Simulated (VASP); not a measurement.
# Ti12C13 in VASP: a series of runs, part 2 of 2

VASP 6.6.1. The steps go on from the part before.

**3. Single point, PBE**

Contents of INCAR:

```
ALGO = Normal ; DIPOL = 0.5 0.5 0.316
EDIFF = 1E-7 ; ENCUT = 520
GGA = PE ; IDIPOL = 3
ISIF = 2 ; ISMEAR = 0
LASPH = True ; LCHARG = False
LDIPOL = True ; LREAL = Auto
LWAVE = False ; NBANDS = 116
NELM = 60 ; PREC = Accurate
SIGMA = 0.1
```

Contents of KPOINTS:

```
k-points
0
Gamma
  5 5 1
```

Contents of POSCAR:

```
Ti12C13
1.0
    6.1276785486      0.0000000000      0.0000000000
    0.0000000000      6.1276785486      0.0000000000
    0.0000000000      0.0000000000     19.8111521836
Ti C
12 13
Direct
    0.2500000000      0.2500000000      0.2019064799
    0.2500000000      0.7500000000      0.2019064799
    0.7500000000      0.2500000000      0.2019064799
    0.7500000000      0.7500000000      0.2019064799
    0.0000000000      0.0000000000      0.3089759294
    0.0000000000      0.5000000000      0.3089759294
    0.5000000000      0.0000000000      0.3089759294
    0.5000000000      0.5000000000      0.3089759294
    0.2500000000      0.2500000000      0.4140601451
    0.2500000000      0.7500000000      0.4140601451
    0.7500000000      0.2500000000      0.4140601451
    0.7500000000      0.7500000000      0.4140601451
    0.0000000000      0.0000000000      0.2019064799
    0.0000000000      0.5000000000      0.2019064799
    0.5000000000      0.0000000000      0.2019064799
    0.5000000000      0.5000000000      0.2019064799
    0.2500000000      0.2500000000      0.3083897447
    0.2500000000      0.7500000000      0.3083897447
    0.7500000000      0.2500000000      0.3083897447
    0.7500000000      0.7500000000      0.3083897447
    0.0000000000      0.0000000000      0.4195188703
    0.0000000000      0.5000000000      0.4195188703
    0.5000000000      0.0000000000      0.4195188703
    0.5000000000      0.5000000000      0.4195188703
    0.0000000000      0.1666666667      0.4735051779
```

Potentials or basis: VASP PAW PBE potentials, release 64 (Ti_sv, C).

Run with:

```console
$ cat potpaw_PBE.64/Ti_sv/POTCAR potpaw_PBE.64/C/POTCAR > POTCAR
$ mpirun -np 1 vasp_std > vasp.out
```

OUTCAR:

```text
EDIFF = 1E-7
   ENCUT = 520
   GGA = PE
   ISIF = 2
   ISMEAR = 0
   LASPH = True
   LREAL = Auto
   NELM = 60
   PREC = Accurate

 ion  position               nearest neighbor table
   1  0.250  0.250  0.202-  17 2.11  14 2.17  15 2.17  16 2.17  13 2.17
   2  0.250  0.750  0.202-  18 2.11  14 2.17  15 2.17  16 2.17  13 2.17
   3  0.750  0.250  0.202-  19 2.11  14 2.17  15 2.17  16 2.17  13 2.17
   4  0.750  0.750  0.202-  20 2.11  14 2.17  15 2.17  16 2.17  13 2.17
   5  0.000  0.000  0.309-  13 2.12  17 2.17  18 2.17  19 2.17  20 2.17  21 2.19
   6  0.000  0.500  0.309-  14 2.12  17 2.17  18 2.17  19 2.17  20 2.17  22 2.19
   7  0.500  0.000  0.309-  15 2.12  17 2.17  18 2.17  19 2.17  20 2.17  23 2.19
   8  0.500  0.500  0.309-  16 2.12  17 2.17  18 2.17  19 2.17  20 2.17  24 2.19
   9  0.250  0.250  0.414-  25 2.00  17 2.09  22 2.17  23 2.17  24 2.17  21 2.17
  10  0.250  0.750  0.414-  18 2.09  21 2.17  22 2.17  23 2.17  24 2.17
  11  0.750  0.250  0.414-  25 2.00  19 2.09  22 2.17  23 2.17  24 2.17  21 2.17
  12  0.750  0.750  0.414-  20 2.09  21 2.17  22 2.17  23 2.17  24 2.17
  13  0.000  0.000  0.202-   5 2.12   2 2.17   3 2.17   4 2.17   1 2.17
  14  0.000  0.500  0.202-   6 2.12   2 2.17   3 2.17   4 2.17   1 2.17
  15  0.500  0.000  0.202-   7 2.12   2 2.17   3 2.17   4 2.17   1 2.17
  16  0.500  0.500  0.202-   8 2.12   2 2.17   3 2.17   4 2.17   1 2.17
  17  0.250  0.250  0.308-   9 2.09   1 2.11   6 2.17   7 2.17   8 2.17   5 2.17
  18  0.250  0.750  0.308-  10 2.09   2 2.11   6 2.17   7 2.17   8 2.17   5 2.17
  19  0.750  0.250  0.308-  11 2.09   3 2.11   6 2.17   7 2.17   8 2.17   5 2.17
  20  0.750  0.750  0.308-  12 2.09   4 2.11   6 2.17   7 2.17   8 2.17   5 2.17
  21  0.000  0.000  0.420-  25 1.48  10 2.17  11 2.17  12 2.17   9 2.17   5 2.19
  22  0.000  0.500  0.420-   9 2.17  10 2.17  11 2.17  12 2.17   6 2.19
  23  0.500  0.000  0.420-   9 2.17  10 2.17  11 2.17  12 2.17   7 2.19
  24  0.500  0.500  0.420-   9 2.17  10 2.17  11 2.17  12 2.17   8 2.19
  25  0.000  0.167  0.474-  21 1.48  11 2.00   9 2.00

  LATTYP: Found a simple tetragonal cell.
 ALAT       =     6.1276785486
 C/A-ratio  =     3.2330599633

  Lattice vectors:

 A1 = (   6.1276785486,   0.0000000000,   0.0000000000)
 A2 = (   0.0000000000,   6.1276785486,   0.0000000000)
 A3 = (   0.0000000000,   0.0000000000,  19.8111521836)

Analysis of symmetry for initial positions (statically):
=====================================================================
 Subroutine PRICEL returns:
 Original cell was already a primitive cell.

 Routine SETGRP: Setting up the symmetry group for a
 simple tetragonal supercell.

 Subroutine GETGRP returns: Found  2 space group operations
 (whereof  2 operations were pure point group operations)
 out of a pool of 16 trial point group operations.

The static configuration has the point symmetry C_1h.

Analysis of symmetry for dynamics (positions and initial velocities):
=====================================================================
 Subroutine PRICEL returns:
 Original cell was already a primitive cell.

 Routine SETGRP: Setting up the symmetry group for a
 simple tetragonal supercell.

 Subroutine GETGRP returns: Found  2 space group operations
 (whereof  2 operations were pure point group operations)
 out of a pool of 16 trial point group operations.

The dynamic configuration has the point symmetry C_1h.

 Subroutine INISYM returns: Found  2 space group operations
 (whereof  2 operations are pure point group operations),
 and found     1 'primitive' translations

----------------------------------------------------------------------------------------

                                     Primitive cell
[... 114 lines left out ...]
   ICHARG =      2    charge: 1-file 2-atom 10-const
   ISPIN  =      1    spin polarized calculation?
   LNONCOLLINEAR =      F non collinear calculations
   LSORBIT =      F    spin-orbit coupling
   LASPH  =      T    aspherical Exc in radial PAW
   ENCUT  =  520.0 eV  38.22 Ry    6.18 a.u.  11.39 11.39 36.84*2*pi/ulx,y,z
   NELM   =     60;   NELMIN=  2; NELMDL= -5     # of ELM steps
   EDIFF  = 0.1E-06   stopping-criterion for ELM
   LREAL  =      T    real-space projection
   EDIFFG = 0.1E-05   stopping-criterion for IOM
   NSW    =      0    number of steps for IOM
   IBRION =     -1    ionic relax: 0-MD 1-quasi-New 2-CG
   NFREE  =      0    steps in history (QN), initial steepest desc. (CG)
   ISIF   =      2    stress and relaxation
   ISYM   =      2    0-nonsym 1-usesym 2-fastsym
   POTIM  = 0.5000    time-step for ionic-motion
   TEBEG  =    0.0;   TEEND  =   0.0 temperature during run
   PSTRESS=    0.0 pullay stress
   NELECT =     196.0000    total number of electrons
   NUPDOWN=      -1.0000    fix difference up-down
   EMIN   =  10.00;   EMAX   =-10.00  energy-range for DOS
   EFERMI =   0.00;   METHOD = LEGACY
   ISMEAR =     0;   SIGMA  =   0.10  broadening in eV -4-tet -1-fermi 0-gaus
   EFERMI_NEDOS =   21; number of points for ismear=-14 and -15
   IALGO  =     38    algorithm
   IMIX   =      4    mixing-type and parameters
     AMIX     =   0.40;   BMIX     =  1.00
     AMIX_MAG =   1.60;   BMIX_MAG =  1.00
  volume/ion in A,a.u.               =      29.76       200.80
  Fermi-wavevector in a.u.,A,eV,Ry     =   1.049525  1.983315 14.986866  1.101504
  Thomas-Fermi vector in A             =   2.184492
   LORBIT       =      0    0 simple, 1 ext, 2 COOP (PROOUT), +10 PAW based schemes
   GGA     = PE    functional components
   LHFCALC =     F    Hartree Fock is set to
   AEXX    =    0.0000 exact exchange contribution
   IVDW    =     0    specifies the selected vdW correction
   LEPSILON=     F    determine dielectric tensor
   LRPA    =     F    only Hartree local field effects (RPA)
 non-spin polarized calculation
 Gauss-broadening in eV      SIGMA  =   0.10
  energy-cutoff  :      520.00
  volume of cell :      743.88
 maximum number of plane-waves:     20077
 NGX is ok and might be reduce to    48
   NGX = 23   NGY = 23   NGZ = 73

 dipolmoment           0.000000      0.000000     -0.343062 electrons x Angstroem

 number of electron     196.0000082 magnetization

 dipolmoment           0.000000      0.000000      0.240457 electrons x Angstroem

 Free energy of the ion-electron system (eV)
  ---------------------------------------------------
  ext. energy  EPLUGINS =         0.00000000
  ---------------------------------------------------
  free energy    TOTEN  =      -223.09982150 eV

  energy without entropy =     -223.07140218  energy(sigma->0) =     -223.08561184

 E-fermi :   0.1423     XC(G=0):  -5.1389

 val. band max:        0.1386906225   @ k =   0.0000   0.2000   0.0000
 cond. band min:       0.1510161365   @ k =   0.0000   0.0000   0.0000
 fundamental gap:      0.0123255140
 Fermi energy:         0.1423039884

 k-point     1 :       0.0000    0.0000    0.0000
  band No.  band energies     occupation
      1     -56.5223      2.00000
      2     -56.4935      2.00000
      3     -56.4830      2.00000
      4     -56.4509      2.00000
      5     -56.4487      2.00000
      6     -56.4248      2.00000
[... 1006 lines left out ...]
    109       2.2568      0.00000
    110       2.3025      0.00000
 [bands above 110 left out]

------------------------ aborting loop because EDIFF is reached ----------------------------------------

 vacuum level on the upper side and lower side of the slab       (xc-potential included)         0.558        -0.569

  FORCE on cell =-STRESS in cart. coord.  units (eV):
  Direction    XX          YY          ZZ          XY          YZ          ZX
  --------------------------------------------------------------------------------------
  -------------------------------------------------------------------------------------
  Total       -5.7206362    -13.3407759      2.4335853      0.0000000     -1.7441794      0.0000000
  in kB      -12.3212064    -28.7335964      5.2414985      0.0000000     -3.7566440      0.0000000
  external PRESSURE =     -11.9377681 kB  Pullay stress =       0.0000000 kB

 VOLUME and BASIS-vectors are now :
 -----------------------------------------------------------------------------
  energy-cutoff  :      520.00
  volume of cell :      743.88
      direct lattice vectors                 reciprocal lattice vectors
     6.127678549  0.000000000  0.000000000     0.163193939  0.000000000  0.000000000
     0.000000000  6.127678549  0.000000000     0.000000000  0.163193939  0.000000000
     0.000000000  0.000000000 19.811152184     0.000000000  0.000000000  0.050476620

 POSITION                                       TOTAL-FORCE (eV/Angst)
 -----------------------------------------------------------------------------------
      1.53192      1.53192      4.00000        -0.045713     -0.101352      0.990316
      1.53192      4.59576      4.00000        -0.034110      0.077938      1.009842
      4.59576      1.53192      4.00000         0.045713     -0.101352      0.990316
      4.59576      4.59576      4.00000         0.034110      0.077938      1.009842
      0.00000      0.00000      6.12117         0.000000      0.266707     -0.034235
      0.00000      3.06384      6.12117         0.000000     -0.130134     -0.127803
[... 17 lines left out ...]
      3.06384      3.06384      8.31115         0.000000      0.407816     -0.093579
      0.00000      1.02128      9.38068         0.000000     -1.982677      0.070569
 -----------------------------------------------------------------------------------
    total drift:                                0.000000     -0.000170     -0.133498

  FREE ENERGIE OF THE ION-ELECTRON SYSTEM (eV)
  ---------------------------------------------------
  free  energy   TOTEN  =      -223.0998214996 eV

  energy  without entropy=     -223.0714021778  energy(sigma->0) =     -223.08561184

 vacuum level on the upper side and lower side of the slab         5.313         4.154
```

Run time: 70 min. Hardware: 1 thread of AMD EPYC 7R13, shared host; peak memory 0.98 GiB.

What came out:

| Property | Result |
| --- | --- |
| Free energy | -223.0998 eV |
| Largest force | 2.469 eV/Å |
| Band gap on the k mesh | 0.03 eV (least direct gap 0.08 eV) |

Forces on the atoms (eV/Å):
```
Ti  -0.046 -0.101  0.990
Ti  -0.034  0.078  1.010
Ti   0.046 -0.101  0.990
Ti   0.034  0.078  1.010
Ti   0.000  0.267 -0.034
Ti   0.000 -0.130 -0.128
Ti   0.000  0.028 -0.094
Ti   0.000 -0.044 -0.068
Ti   2.392  0.608  0.085
Ti   0.821 -0.510  0.109
Ti  -2.392  0.608  0.085
Ti  -0.821 -0.510  0.109
C    0.000 -0.095 -1.256
C    0.000  0.050 -0.986
C    0.000  0.042 -0.969
C    0.000  0.020 -1.018
C   -0.089 -0.091 -0.345
C   -0.033 -0.031  0.158
C    0.089 -0.091 -0.345
C    0.033 -0.031  0.158
C    0.000  1.011  1.142
C    0.000  0.753 -0.174
C    0.000 -0.232 -0.405
C    0.000  0.408 -0.094
C    0.000 -1.983  0.071
```

Caveat: the smearing spreads over this small gap.

The gap in the log of VASP goes by the Fermi energy; the results here count the filled bands.